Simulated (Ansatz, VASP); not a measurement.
One calculation of SnS2, two programs

```
Sn S
1.0
     3.73969    0.00000    0.00000
    -1.86984    3.23867    0.00000
     0.00000    0.00000    7.72299
Sn S
1 2
Direct
  0.00000 0.00000 0.00000
  0.33333 0.66667 0.19158
  0.66667 0.33333 0.80842
```

Alike in both runs: functional RPBE; k mesh 12 × 12 × 4; no spin polarisation.

Ansatz relaxed the structure, and its values are those at the end. VASP's run is a single point on that final structure, the one shown.

|  | VASP | Ansatz |
| --- | --- | --- |
| version | VASP 6.6.1 | Ansatz 0.2.0 |
| potentials or method | VASP PAW PBE potentials, release 64 (Sn_d, S), cutoff 500 eV | plane waves, PAW |
| occupations | gaussian, width 0.01 eV | fixed |
| valence electrons in the cell | 26 | 26 |

```csv
,VASP,Ansatz,Ansatz less VASP
pressure (GPa),-0.1,0.0,+0.10
```

VASP's potentials were made for PBE, not for RPBE. Ansatz's warnings: structure snapped to symmetry.
